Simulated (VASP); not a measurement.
# BaO (Fm-3m) in VASP: notebook, part 2 of 3

VASP 6.6.1. The steps go on from the part before.

### 4 Single point, PBEsol (volume scaled by 0.65)

Contents of INCAR:

```
SYSTEM = BaO
ALGO = Normal
EDIFF = 1E-6
ENCUT = 600
GGA = PS
GGA_COMPAT = .False.
ISIF = 2
ISMEAR = -1
LASPH = .True.
LCHARG = .True.
LELF = .True.
LREAL = .False.
LVHAR = .True.
LWAVE = .False.
NBANDS = 15
NELM = 120
PREC = Accurate
SIGMA = 0.03
```

Contents of KPOINTS:

```
k-points
0
Gamma
  9 9 9
  0 0 0
```

Contents of POSCAR:

```
BaO
1.0
    0.0000000000      2.3821575397      2.3821575397
    2.3821575397      0.0000000000      2.3821575397
    2.3821575397      2.3821575397      0.0000000000
Ba O
1 1
Direct
    0.0000000000      0.0000000000      0.0000000000
    0.5000000000      0.5000000000      0.5000000000
```

Potentials or basis: VASP PAW PBE potentials, release 64 (Ba_sv, O).

The run is started by

```console
$ cat potpaw_PBE.64/Ba_sv/POTCAR potpaw_PBE.64/O/POTCAR > POTCAR
$ mpirun -np 1 vasp_std > vasp.out
```

OUTCAR:

```text
SYSTEM = BaO
   EDIFF = 1E-6
   ENCUT = 600
   GGA = PS
   ISIF = 2
   ISMEAR = -1
   LASPH = .True.
   LREAL = .False.
   NELM = 120
   PREC = Accurate

 ion  position               nearest neighbor table
   1  0.000  0.000  0.000-   2 2.38   2 2.38   2 2.38   2 2.38   2 2.38   2 2.38
   2  0.500  0.500  0.500-   1 2.38   1 2.38   1 2.38   1 2.38   1 2.38   1 2.38

  LATTYP: Found a face centered cubic cell.
 ALAT       =     4.7643150794

  Lattice vectors:

 A1 = (   0.0000000000,   2.3821575397,   2.3821575397)
 A2 = (   2.3821575397,   0.0000000000,   2.3821575397)
 A3 = (   2.3821575397,   2.3821575397,   0.0000000000)

Analysis of symmetry for initial positions (statically):
=====================================================================
 Subroutine PRICEL returns:
 Original cell was already a primitive cell.

 Routine SETGRP: Setting up the symmetry group for a
 face centered cubic supercell.

 Subroutine GETGRP returns: Found 48 space group operations
 (whereof 48 operations were pure point group operations)
 out of a pool of 48 trial point group operations.

The static configuration has the point symmetry O_h .

Analysis of symmetry for dynamics (positions and initial velocities):
=====================================================================
 Subroutine PRICEL returns:
 Original cell was already a primitive cell.

 Routine SETGRP: Setting up the symmetry group for a
 face centered cubic supercell.

 Subroutine GETGRP returns: Found 48 space group operations
 (whereof 48 operations were pure point group operations)
 out of a pool of 48 trial point group operations.

The dynamic configuration has the point symmetry O_h .

 Subroutine INISYM returns: Found 48 space group operations
 (whereof 48 operations are pure point group operations),
 and found     1 'primitive' translations

----------------------------------------------------------------------------------------
[... 116 lines left out ...]
  Thomas-Fermi vector in A             =   2.499891
   LORBIT       =      0    0 simple, 1 ext, 2 COOP (PROOUT), +10 PAW based schemes
   GGA     = PS    functional components
   LHFCALC =     F    Hartree Fock is set to
   AEXX    =    0.0000 exact exchange contribution
   IVDW    =     0    specifies the selected vdW correction
   LEPSILON=     F    determine dielectric tensor
   LRPA    =     F    only Hartree local field effects (RPA)
 non-spin polarized calculation
  energy-cutoff  :      600.00
  volume of cell :       27.04
 maximum number of plane-waves:       914
   NGX = 13   NGY = 13   NGZ = 13

 number of electron      15.9999998 magnetization

 Free energy of the ion-electron system (eV)
  ---------------------------------------------------
  ext. energy  EPLUGINS =         0.00000000
  ---------------------------------------------------
  free energy    TOTEN  =        -9.33496853 eV

  energy without entropy =       -9.33289392  energy(sigma->0) =       -9.33393122

 E-fermi :   5.9742     XC(G=0): -12.1307

 val. band max:        5.9508476429   @ k =  -0.3333   0.4444   0.1111
 cond. band min:       5.9753344456   @ k =   0.4444   0.4444   0.0000
 fundamental gap:      0.0244868027
 Fermi energy:         5.9742315602

 k-point     1 :       0.0000    0.0000    0.0000
  band No.  band energies     occupation
      1     -21.6439      2.00000
      2     -10.2651      2.00000
      3      -4.1756      2.00000
      4      -4.1756      2.00000
      5      -4.1756      2.00000
      6       4.1092      2.00000
      7       4.1092      2.00000
      8       4.1092      2.00000
      9       9.5718      0.00000
     10       9.5718      0.00000
     11       9.5718      0.00000
     12      11.7879      0.00000
     13      13.2850      0.00000
     14      13.2850      0.00000
[... 401 lines left out ...]
      2     -11.8968      2.00000
      3      -8.4510      2.00000
      4      -6.1058      2.00000
      5      -6.1058      2.00000
      6       5.2023      2.00000
      7       5.2023      2.00000
      8       5.3347      2.00000
      9       5.9753      0.98162
     10      14.1754      0.00000
     11      16.5678      0.00000
     12      18.1508      0.00000
     13      18.2424      0.00000
     14      18.2424      0.00000
     15      24.6531      0.00000

 [... further k-points ...]
[... 5 lines left out ...]
  --------------------------------------------------------------------------------------
  -------------------------------------------------------------------------------------
  Total       15.9788052     15.9788052     15.9788052     -0.0000000     -0.0000000     -0.0000000
  in kB      946.9203517    946.9203517    946.9203517     -0.0000000     -0.0000000     -0.0000000
  external PRESSURE =     946.9203517 kB  Pullay stress =       0.0000000 kB

 VOLUME and BASIS-vectors are now :
 -----------------------------------------------------------------------------
  energy-cutoff  :      600.00
  volume of cell :       27.04
      direct lattice vectors                 reciprocal lattice vectors
     0.000000000  2.382157540  2.382157540    -0.209893759  0.209893759  0.209893759
     2.382157540  0.000000000  2.382157540     0.209893759 -0.209893759  0.209893759
     2.382157540  2.382157540  0.000000000     0.209893759  0.209893759 -0.209893759

 POSITION                                       TOTAL-FORCE (eV/Angst)
 -----------------------------------------------------------------------------------
      0.00000      0.00000      0.00000         0.000000      0.000000      0.000000
      2.38216      2.38216      2.38216        -0.000000     -0.000000     -0.000000
 -----------------------------------------------------------------------------------
    total drift:                                0.000000      0.000000      0.000000

  FREE ENERGIE OF THE ION-ELECTRON SYSTEM (eV)
  ---------------------------------------------------
  free  energy   TOTEN  =        -9.3349685264 eV

  energy  without entropy=       -9.3328939159  energy(sigma->0) =       -9.33393122
```

OSZICAR:

```text
N       E                     dE             d eps       ncg     rms          rms(c)
DAV:   1     0.836517921727E+02    0.83652E+02   -0.93868E+03  1050   0.118E+03
DAV:   2    -0.923141245799E+01   -0.92883E+02   -0.81408E+02  1429   0.235E+02
DAV:   3    -0.124749007635E+02   -0.32435E+01   -0.32250E+01  1261   0.418E+01
DAV:   4    -0.125092845923E+02   -0.34384E-01   -0.34379E-01  1232   0.498E+00
DAV:   5    -0.125098827012E+02   -0.59811E-03   -0.59810E-03  1322   0.486E-01    0.170E+01
DAV:   6    -0.950252234387E+01    0.30074E+01   -0.79428E+00  1065   0.316E+01    0.120E+01
DAV:   7    -0.938250483694E+01    0.12002E+00   -0.47910E-01  1232   0.629E+00    0.583E+00
DAV:   8    -0.934329525572E+01    0.39210E-01   -0.69961E-02  1474   0.304E+00    0.154E+00
DAV:   9    -0.933499710416E+01    0.82982E-02   -0.24692E-02  1113   0.165E+00    0.186E-01
DAV:  10    -0.933559048134E+01   -0.59338E-03   -0.45352E-03  1141   0.630E-01    0.165E-01
DAV:  11    -0.933496853236E+01    0.62195E-03   -0.79610E-04  1134   0.294E-01    0.348E-02
DAV:  12    -0.933496943051E+01   -0.89815E-06   -0.42674E-05  1197   0.640E-02    0.126E-02
DAV:  13    -0.933496852638E+01    0.90412E-06   -0.10281E-06  1024   0.125E-02
   1 F= -.93349685E+01 E0= -.93339312E+01  d E =-.207461E-02
```

stdout:

```text
POSCAR found type information on POSCAR BaO
 POSCAR found :  2 types and       2 ions
 scaLAPACK will be used
 -----------------------------------------------------------------------------
|                                                                             |
|                                                                             |
|     You enforced a specific xc type in the INCAR file but a different       |
|     I HOPE YOU KNOW WHAT YOU ARE DOING!                                     |
|                                                                             |
 -----------------------------------------------------------------------------

 LDA part: xc-table for (Slater+PW92), standard interpolation
 POSCAR, INCAR and KPOINTS ok, starting setup
 FFT: planning ... GRIDC
 FFT: planning ... GRID_SOFT
 FFT: planning ... GRID
 WAVECAR not read
 entering main loop
```

Wall time 32 s (1 thread of Intel Xeon 8259CL, shared host); peak memory 0.17 GiB.

What came out:

```
Free energy            : -9.3350 eV
Pressure               : 94.7 GPa
Band gap on the k mesh : zero (band 8 reaches 5.95 eV, above the bottom of band 9 at 5.94 eV)
```

Caveat: the cell differs from its parent crystal (volume scaled by 0.65); the PAW data sets were made with another functional, which shifts forces and pressure a little; spin-orbit coupling is left out, which moves the levels of the heavy elements.

### 5 Single point, PBEsol

This run uses another cell than the first one, of 20.80 Å³/atom, 2.500 times its volume.

Contents of INCAR:

```
  ALGO = Normal
  EDIFF = 1E-6
  ENCUT = 600
  GGA = PS
  GGA_COMPAT = F
  ISIF = 2
  ISMEAR = -1
  LASPH = T
  LCHARG = F
  LREAL = F
  LWAVE = F
  NBANDS = 15
  NELM = 120
  PREC = Accurate
  SIGMA = 0.03
```

Contents of KPOINTS:

```
k-points
0
Gamma
  9 9 9
```

Contents of POSCAR:

```
BaO
1.0
    0.0000000000      2.7500000000      2.7500000000
    2.7500000000      0.0000000000      2.7500000000
    2.7500000000      2.7500000000      0.0000000000
Ba O
1 1
Direct
    0.0000000000      0.0000000000      0.0000000000
    0.5000000000      0.5000000000      0.5000000000
```

Potentials or basis: VASP PAW PBE potentials, release 64 (Ba_sv, O).

The run is started by

```console
$ cat potpaw_PBE.64/Ba_sv/POTCAR potpaw_PBE.64/O/POTCAR > POTCAR
$ mpirun -np 1 vasp_std > vasp.out
```

OUTCAR:

```text
EDIFF = 1E-6
   ENCUT = 600
   GGA = PS
   ISIF = 2
   ISMEAR = -1
   LASPH = T
   LREAL = F
   NELM = 120
   PREC = Accurate

 ion  position               nearest neighbor table
   1  0.000  0.000  0.000-   2 2.75   2 2.75   2 2.75   2 2.75   2 2.75   2 2.75
   2  0.500  0.500  0.500-   1 2.75   1 2.75   1 2.75   1 2.75   1 2.75   1 2.75

  LATTYP: Found a face centered cubic cell.
 ALAT       =     5.5000000000

  Lattice vectors:

 A1 = (   0.0000000000,   2.7500000000,   2.7500000000)
 A2 = (   2.7500000000,   0.0000000000,   2.7500000000)
 A3 = (   2.7500000000,   2.7500000000,   0.0000000000)

Analysis of symmetry for initial positions (statically):
=====================================================================
 Subroutine PRICEL returns:
 Original cell was already a primitive cell.

 Routine SETGRP: Setting up the symmetry group for a
 face centered cubic supercell.

 Subroutine GETGRP returns: Found 48 space group operations
 (whereof 48 operations were pure point group operations)
 out of a pool of 48 trial point group operations.

The static configuration has the point symmetry O_h .

Analysis of symmetry for dynamics (positions and initial velocities):
=====================================================================
 Subroutine PRICEL returns:
 Original cell was already a primitive cell.

 Routine SETGRP: Setting up the symmetry group for a
 face centered cubic supercell.

 Subroutine GETGRP returns: Found 48 space group operations
 (whereof 48 operations were pure point group operations)
 out of a pool of 48 trial point group operations.

The dynamic configuration has the point symmetry O_h .

 Subroutine INISYM returns: Found 48 space group operations
 (whereof 48 operations are pure point group operations),
 and found     1 'primitive' translations

----------------------------------------------------------------------------------------

                                     Primitive cell

  volume of cell :      41.5938

  direct lattice vectors                    reciprocal lattice vectors
     0.000000000  2.750000000  2.750000000    -0.181818182  0.181818182  0.181818182
     2.750000000  0.000000000  2.750000000     0.181818182 -0.181818182  0.181818182
     2.750000000  2.750000000  0.000000000     0.181818182  0.181818182 -0.181818182

  length of vectors
     3.889087297  3.889087297  3.889087297     0.314918329  0.314918329  0.314918329

  position of ions in fractional coordinates (direct lattice)
     0.000000000  0.000000000  0.000000000
     0.500000000  0.500000000  0.500000000

  ion indices of the primitive-cell ions
   primitive index   ion index
                 1           1
                 2           2

----------------------------------------------------------------------------------------

 KPOINTS: k-points

Automatic generation of k-mesh.
 Grid dimensions read from file:
 generate k-points for:    9    9    9

 Generating k-lattice:

  Cartesian coordinates                     Fractional coordinates (reciprocal lattice)
    -0.020202020  0.020202020  0.020202020     0.111111111  0.000000000  0.000000000
     0.020202020 -0.020202020  0.020202020     0.000000000  0.111111111  0.000000000
     0.020202020  0.020202020 -0.020202020     0.000000000  0.000000000  0.111111111

  Length of vectors
     0.034990925  0.034990925  0.034990925

  Shift w.r.t. Gamma in fractional coordinates (k-lattice)
     0.000000000  0.000000000  0.000000000

 Subroutine IBZKPT returns following result:
 ===========================================

 Found     35 irreducible k-points:

 Following reciprocal coordinates:
            Coordinates               Weight
  0.000000  0.000000  0.000000      1.000000
  0.111111  0.000000  0.000000      8.000000
  0.222222  0.000000  0.000000      8.000000
  0.333333  0.000000  0.000000      8.000000
  0.444444  0.000000  0.000000      8.000000
  0.111111  0.111111  0.000000      6.000000
[... 16 lines left out ...]
 -0.333333  0.333333  0.000000     12.000000
  0.444444  0.444444  0.000000      6.000000
 [... further k-points ...]
   k-points           NKPTS =     35   k-points in BZ     NKDIM =     35   number of bands    NBANDS=     15
   number of dos      NEDOS =    301   number of ions     NIONS =      2
   total plane-waves  NPLWV =  32768
   dimension x,y,z NGX =    32 NGY =   32 NGZ =   32
   dimension x,y,z NGXF=    64 NGYF=   64 NGZF=   64
   ions per type =               1   1
   NGX,Y,Z   is equivalent  to a cutoff of  13.68, 13.68, 13.68 a.u.
   NGXF,Y,Z  is equivalent  to a cutoff of  27.36, 27.36, 27.36 a.u.
 SYSTEM =  unknown system
   PREC   = accura    normal or accurate (medium, high low for compatibility)
   ISTART =      0    job   : 0-new  1-cont  2-samecut
   ICHARG =      2    charge: 1-file 2-atom 10-const
   ISPIN  =      1    spin polarized calculation?
   LNONCOLLINEAR =      F non collinear calculations
   LSORBIT =      F    spin-orbit coupling
   LASPH  =      T    aspherical Exc in radial PAW
   ENCUT  =  600.0 eV  44.10 Ry    6.64 a.u.   7.77  7.77  7.77*2*pi/ulx,y,z
   NELM   =    120;   NELMIN=  2; NELMDL= -5     # of ELM steps
   EDIFF  = 0.1E-05   stopping-criterion for ELM
   LREAL  =      F    real-space projection
   EDIFFG = 0.1E-04   stopping-criterion for IOM
   NSW    =      0    number of steps for IOM
   IBRION =     -1    ionic relax: 0-MD 1-quasi-New 2-CG
   NFREE  =      0    steps in history (QN), initial steepest desc. (CG)
   ISIF   =      2    stress and relaxation
   ISYM   =      2    0-nonsym 1-usesym 2-fastsym
   POTIM  = 0.5000    time-step for ionic-motion
   TEBEG  =    0.0;   TEEND  =   0.0 temperature during run
   PSTRESS=    0.0 pullay stress
   NELECT =      16.0000    total number of electrons
   NUPDOWN=      -1.0000    fix difference up-down
   EMIN   =  10.00;   EMAX   =-10.00  energy-range for DOS
   EFERMI =   0.00;   METHOD = LEGACY
   ISMEAR =    -1;   SIGMA  =   0.03  broadening in eV -4-tet -1-fermi 0-gaus
   EFERMI_NEDOS =   21; number of points for ismear=-14 and -15
   IALGO  =     38    algorithm
   IMIX   =      4    mixing-type and parameters
     AMIX     =   0.40;   BMIX     =  1.00
     AMIX_MAG =   1.60;   BMIX_MAG =  1.00
  volume/ion in A,a.u.               =      20.80       140.34
  Fermi-wavevector in a.u.,A,eV,Ry     =   1.190617  2.249940 19.287200  1.417569
  Thomas-Fermi vector in A             =   2.326698
   LORBIT       =      0    0 simple, 1 ext, 2 COOP (PROOUT), +10 PAW based schemes
   GGA     = PS    functional components
   LHFCALC =     F    Hartree Fock is set to
   AEXX    =    0.0000 exact exchange contribution
   IVDW    =     0    specifies the selected vdW correction
   LEPSILON=     F    determine dielectric tensor
   LRPA    =     F    only Hartree local field effects (RPA)
 non-spin polarized calculation
  energy-cutoff  :      600.00
  volume of cell :       41.59
 maximum number of plane-waves:      1411
   NGX = 15   NGY = 15   NGZ = 15

 number of electron      15.9999997 magnetization

 Free energy of the ion-electron system (eV)
  ---------------------------------------------------
  ext. energy  EPLUGINS =         0.00000000
  ---------------------------------------------------
  free energy    TOTEN  =       -12.39738814 eV

  energy without entropy =      -12.39738814  energy(sigma->0) =      -12.39738814

 E-fermi :   2.5003     XC(G=0):  -9.9534

 val. band max:        1.8235449365   @ k =  -0.4444   0.4444   0.0000
 cond. band min:       3.7015169972   @ k =   0.4444   0.4444   0.0000
 fundamental gap:      1.8779720607
 Fermi energy:         2.5002644476

 k-point     1 :       0.0000    0.0000    0.0000
  band No.  band energies     occupation
      1     -23.9908      2.00000
      2     -13.1375      2.00000
      3      -8.4367      2.00000
      4      -8.4367      2.00000
      5      -8.4367      2.00000
      6       1.4462      2.00000
      7       1.4462      2.00000
      8       1.4462      2.00000
      9       5.3099      0.00000
     10       6.4738      0.00000
     11       6.4738      0.00000
     12       6.4738      0.00000
     13       8.8159      0.00000
     14       8.8159      0.00000
     15      11.6224      0.00000
[... 397 lines left out ...]
 k-point    24 :       0.4444    0.4444    0.0000
  band No.  band energies     occupation
      1     -23.6380      2.00000
      2     -13.3622      2.00000
      3      -9.9431      2.00000
      4      -9.0544      2.00000
      5      -9.0544      2.00000
      6       1.6457      2.00000
      7       1.6457      2.00000
      8       1.7064      2.00000
      9       3.7015      0.00000
     10       7.8845      0.00000
     11      10.7611      0.00000
     12      11.0907      0.00000
     13      11.5424      0.00000
     14      11.5424      0.00000
     15      15.6803      0.00000

 [... further k-points ...]
[... 5 lines left out ...]
  --------------------------------------------------------------------------------------
  -------------------------------------------------------------------------------------
  Total        0.3555761      0.3555761      0.3555761     -0.0000000     -0.0000000      0.0000000
  in kB       13.6966708     13.6966708     13.6966708     -0.0000000     -0.0000000      0.0000000
  external PRESSURE =      13.6966708 kB  Pullay stress =       0.0000000 kB

 VOLUME and BASIS-vectors are now :
 -----------------------------------------------------------------------------
  energy-cutoff  :      600.00
  volume of cell :       41.59
      direct lattice vectors                 reciprocal lattice vectors
     0.000000000  2.750000000  2.750000000    -0.181818182  0.181818182  0.181818182
     2.750000000  0.000000000  2.750000000     0.181818182 -0.181818182  0.181818182
     2.750000000  2.750000000  0.000000000     0.181818182  0.181818182 -0.181818182

 POSITION                                       TOTAL-FORCE (eV/Angst)
 -----------------------------------------------------------------------------------
      0.00000      0.00000      0.00000         0.000000      0.000000      0.000000
      2.75000      2.75000      2.75000        -0.000000     -0.000000     -0.000000
 -----------------------------------------------------------------------------------
    total drift:                                0.000000     -0.000000      0.000000

  FREE ENERGIE OF THE ION-ELECTRON SYSTEM (eV)
  ---------------------------------------------------
  free  energy   TOTEN  =       -12.3973881444 eV

  energy  without entropy=      -12.3973881444  energy(sigma->0) =      -12.39738814
```

Run time: 33 s. Hardware: 1 thread of Intel Xeon 8259CL, shared host; peak memory 0.19 GiB.

What came out:

* Free energy: -12.3974 eV
* Pressure: 1.4 GPa
* Band gap on the k mesh: 1.88 eV, indirect (least direct gap 2.00 eV)

Levels at points of the mesh, in eV from the valence-band top:
```tsv
k point	band 4	band 5	band 6	band 7	band 8	band 9	band 10	band 11	band 12	band 13
(0.00, 0.00, 0.00)	-10.26	-10.26	-0.38	-0.38	-0.38	3.49	4.65	4.65	4.65	6.99
```

Caveat: the PAW data sets were made with another functional, which shifts forces and pressure a little; spin-orbit coupling is left out, which moves the levels of the heavy elements.

(Part 2 of 3 ends here.)
